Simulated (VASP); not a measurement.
# CuAu3 (Pm-3m) in VASP: electric field gradients with LDA

Aim: the electric field gradients of CuAu3 with LDA.

All numbers are computed with VASP 6.6.1; they aren't measurements. Logs are shortened: lines on timing, memory, paths and dates and some standing lists are left out, and cuts for length are marked.

## (1) The cell of the first run

Symmetry: Pm-3m, No. 221, cubic system. The conventional cell has a = 3.938 Å, b = 3.938 Å, c = 3.938 Å, α = 90.00°, β = 90.00°, γ = 90.00°. Within 3.7 Å of Cu (site symmetry m-3m) lie 12 Au at 2.78 Å. Au (site symmetry 4/mmm) has 4 Cu at 2.78 Å and 8 Au at 2.78 Å within 3.7 Å.

## (2) Electric field gradients, LDA

File INCAR:

```
SYSTEM = CuAu3
  PREC = Accurate
  ENCUT = 520
  EDIFF = 1E-8
  ISMEAR = -1
  SIGMA = 0.15
  LREAL = .False.
  LASPH = .True.
  NELM = 80
  ALGO = Normal
  ISIF = 2
  LWAVE = .False.
  LCHARG = .False.
  GGA = CA
  LEFG = .True.
  NBANDS = 30
```

File KPOINTS:

```
Automatic mesh
0
Gamma
  10 10 10
  0 0 0
```

File POSCAR:

```
CuAu3
1.0
    3.9379714458      0.0000000000      0.0000000000
    0.0000000000      3.9379714458      0.0000000000
    0.0000000000      0.0000000000      3.9379714458
Cu Au
1 3
Direct
    0.0000000000      0.0000000000      0.0000000000
    0.0000000000      0.5000000000      0.5000000000
    0.5000000000      0.0000000000      0.5000000000
    0.5000000000      0.5000000000      0.0000000000
```

Potentials or basis: VASP PAW LDA potentials, release 64 (Cu, Au).

Started as:

```console
cat potpaw_LDA.64/Cu/POTCAR potpaw_LDA.64/Au/POTCAR > POTCAR
mpirun -np 1 vasp_std > vasp.out
```

OUTCAR:

```text
SYSTEM = CuAu3
   PREC = Accurate
   ENCUT = 520
   EDIFF = 1E-8
   ISMEAR = -1
   LREAL = .False.
   LASPH = .True.
   NELM = 80
   ISIF = 2
   GGA = CA

 ion  position               nearest neighbor table
   1  0.000  0.000  0.000-   2 2.78   3 2.78   4 2.78   2 2.78   3 2.78   2 2.78   4 2.78   2 2.78
                             3 2.78   4 2.78   3 2.78   4 2.78
   2  0.000  0.500  0.500-   1 2.78   3 2.78   4 2.78   1 2.78   4 2.78   1 2.78   3 2.78   1 2.78
                             3 2.78   4 2.78   4 2.78   3 2.78
   3  0.500  0.000  0.500-   1 2.78   2 2.78   4 2.78   1 2.78   4 2.78   2 2.78   4 2.78   4 2.78
                             1 2.78   2 2.78   1 2.78   2 2.78
   4  0.500  0.500  0.000-   1 2.78   2 2.78   3 2.78   2 2.78   3 2.78   1 2.78   3 2.78   3 2.78
                             1 2.78   2 2.78   2 2.78   1 2.78

  LATTYP: Found a simple cubic cell.
 ALAT       =     3.9379714458

  Lattice vectors:

 A1 = (   3.9379714458,   0.0000000000,   0.0000000000)
 A2 = (   0.0000000000,   3.9379714458,   0.0000000000)
 A3 = (   0.0000000000,   0.0000000000,   3.9379714458)

Analysis of symmetry for initial positions (statically):
=====================================================================
 Subroutine PRICEL returns:
 Original cell was already a primitive cell.

 Routine SETGRP: Setting up the symmetry group for a
 simple cubic supercell.

 Subroutine GETGRP returns: Found 48 space group operations
 (whereof 48 operations were pure point group operations)
 out of a pool of 48 trial point group operations.

The static configuration has the point symmetry O_h .

Analysis of symmetry for dynamics (positions and initial velocities):
=====================================================================
 Subroutine PRICEL returns:
 Original cell was already a primitive cell.

 Routine SETGRP: Setting up the symmetry group for a
 simple cubic supercell.

 Subroutine GETGRP returns: Found 48 space group operations
 (whereof 48 operations were pure point group operations)
 out of a pool of 48 trial point group operations.

The dynamic configuration has the point symmetry O_h .

 Subroutine INISYM returns: Found 48 space group operations
 (whereof 48 operations are pure point group operations),
 and found     1 'primitive' translations

----------------------------------------------------------------------------------------

[... 139 lines left out ...]
  ---------------------------------------------------
  free energy    TOTEN  =       -18.16836966 eV

  energy without entropy =      -18.08854508  energy(sigma->0) =      -18.12845737

 E-fermi :   9.5551     XC(G=0): -13.1731

 val. band max:        9.5373527244   @ k =   0.4000   0.4000   0.4000
 cond. band min:       9.5622785757   @ k =   0.4000   0.4000   0.3000
 fundamental gap:      0.0249258513
 Fermi energy:         9.5551312327

 k-point     1 :       0.0000    0.0000    0.0000
  band No.  band energies     occupation
      1      -0.7622      2.00000
      2       1.7023      2.00000
      3       2.5620      2.00000
      4       2.5620      2.00000
      5       2.5620      2.00000
      6       2.6906      2.00000
[... 781 lines left out ...]
     29      19.8960      0.00000
     30      20.4644      0.00000

 [... further k-points ...]
[... 5 lines left out ...]
  --------------------------------------------------------------------------------------
  -------------------------------------------------------------------------------------
  Total        0.2082476      0.2082476      0.2082476     -0.0000000     -0.0000000      0.0000000
  in kB        5.4635254      5.4635254      5.4635254     -0.0000000     -0.0000000      0.0000000
  external PRESSURE =       5.4635254 kB  Pullay stress =       0.0000000 kB

 VOLUME and BASIS-vectors are now :
 -----------------------------------------------------------------------------
  energy-cutoff  :      520.00
  volume of cell :       61.07
      direct lattice vectors                 reciprocal lattice vectors
     3.937971446  0.000000000  0.000000000     0.253937849  0.000000000  0.000000000
     0.000000000  3.937971446  0.000000000     0.000000000  0.253937849  0.000000000
     0.000000000  0.000000000  3.937971446     0.000000000  0.000000000  0.253937849

 POSITION                                       TOTAL-FORCE (eV/Angst)
 -----------------------------------------------------------------------------------
      0.00000      0.00000      0.00000         0.000000      0.000000      0.000000
      0.00000      1.96899      1.96899         0.000000      0.000000      0.000000
      1.96899      0.00000      1.96899         0.000000      0.000000      0.000000
      1.96899      1.96899      0.00000         0.000000      0.000000      0.000000
 -----------------------------------------------------------------------------------
    total drift:                                0.000000      0.000000     -0.000000

  FREE ENERGIE OF THE ION-ELECTRON SYSTEM (eV)
  ---------------------------------------------------
  free  energy   TOTEN  =       -18.1683696645 eV

  energy  without entropy=      -18.0885450784  energy(sigma->0) =      -18.12845737

 Electric field gradients (V/A^2)
---------------------------------------------------------------------
 ion       V_xx      V_yy      V_zz      V_xy      V_xz      V_yz
---------------------------------------------------------------------
   1       0.000     0.000    -0.000     0.000     0.000     0.000
   2     -83.427    41.714    41.714    -0.000     0.000     0.000
   3      41.714   -83.427    41.714    -0.000     0.000    -0.000
   4      41.714    41.714   -83.427    -0.000     0.000    -0.000
---------------------------------------------------------------------

 Electric field gradients after diagonalization (V/A^2)
 (convention: |V_zz| > |V_xx| > |V_yy|)
----------------------------------------------------------------------
 ion       V_xx      V_yy      V_zz     asymmetry (V_yy - V_xx)/ V_zz
----------------------------------------------------------------------
   1       0.000     0.000    -0.000       0.049
   2      41.714    41.714   -83.427       0.000
   3      41.714    41.714   -83.427       0.000
   4      41.714    41.714   -83.427       0.000
----------------------------------------------------------------------

           NMR quadrupolar parameters

 Cq : quadrupolar parameter    Cq=e*Q*V_zz/h
 eta: asymmetry parameters     (V_yy - V_xx)/ V_zz
 Q  : nuclear electric quadrupole moment in mb (millibarn)
----------------------------------------------------------------------
 ion       Cq(MHz)       eta       Q (mb)
----------------------------------------------------------------------
   1      -0.000       0.049       1.000
   2      -0.202       0.000       1.000
   3      -0.202       0.000       1.000
   4      -0.202       0.000       1.000
----------------------------------------------------------------------
```

OSZICAR:

```text
N       E                     dE             d eps       ncg     rms          rms(c)
DAV:   1     0.359062736770E+03    0.35906E+03   -0.21661E+04  3518   0.185E+03
DAV:   2     0.292568195764E+01   -0.35614E+03   -0.33222E+03  3572   0.395E+02
DAV:   3    -0.194663905935E+02   -0.22392E+02   -0.21520E+02  3802   0.103E+02
DAV:   4    -0.198882717916E+02   -0.42188E+00   -0.42119E+00  3846   0.130E+01
DAV:   5    -0.199010458295E+02   -0.12774E-01   -0.12773E-01  4526   0.243E+00    0.202E+01
DAV:   6    -0.186177563453E+02    0.12833E+01   -0.87177E+00  4678   0.596E+01    0.103E+01
DAV:   7    -0.185631557590E+02    0.54601E-01   -0.44853E+00  4084   0.925E+01    0.114E+01
DAV:   8    -0.181805795200E+02    0.38258E+00   -0.38598E+00  4654   0.291E+01    0.407E+00
DAV:   9    -0.181770615516E+02    0.35180E-02   -0.17783E-01  4592   0.112E+01    0.744E-01
DAV:  10    -0.181685716603E+02    0.84899E-02   -0.62762E-02  4052   0.644E+00    0.139E-01
DAV:  11    -0.181683885844E+02    0.18308E-03   -0.24663E-03  5218   0.984E-01    0.534E-02
DAV:  12    -0.181683762119E+02    0.12372E-04   -0.26975E-04  5116   0.437E-01    0.215E-02
DAV:  13    -0.181683696565E+02    0.65554E-05   -0.50047E-05  5070   0.174E-01    0.372E-03
DAV:  14    -0.181683696712E+02   -0.14747E-07   -0.97211E-07  5224   0.108E-02    0.171E-03
DAV:  15    -0.181683696645E+02    0.67503E-08   -0.21264E-08  3062   0.102E-03
   1 F= -.18168370E+02 E0= -.18128457E+02  d E =-.798246E-01
```

stdout:

```text
POSCAR found type information on POSCAR CuAu
 POSCAR found :  2 types and       4 ions
 scaLAPACK will be used
 LDA part: xc-table for (Slater(with rela. corr.)+CA(PZ))
 , standard interpolation
 POSCAR, INCAR and KPOINTS ok, starting setup
 FFT: planning ... GRIDC
 FFT: planning ... GRID_SOFT
 FFT: planning ... GRID
 WAVECAR not read
 entering main loop
ion   1

ion   2

ion   3

ion   4
```

Run time: 1.8 min. Hardware: 1 thread of Intel Xeon Platinum 8488C (Sapphire Rapids), shared host; peak memory 0.21 GiB.

Results:

| Quantity | Value |
| --- | --- |
| Free energy | -18.1684 eV |
| Pressure | 0.5 GPa |
| Band gap on the k mesh | zero (band 22 reaches 10.55 eV, above the bottom of band 23 at 8.34 eV) |

Electric field gradients, principal values (V/Å²):
| atom | least | middle | greatest (by size) |
| --- | --- | --- | --- |
| 1 Cu | 0.000 | 0.000 | 0.000 |
| 2 Au | 41.714 | 41.714 | -83.427 |
| 3 Au | 41.714 | 41.714 | -83.427 |
| 4 Au | 41.714 | 41.714 | -83.427 |

Caveat: without QUAD_EFG the Cq values of the log hold for a quadrupole moment of 1 mb, not for the nuclei; spin-orbit coupling is left out, which moves the levels of the heavy elements.
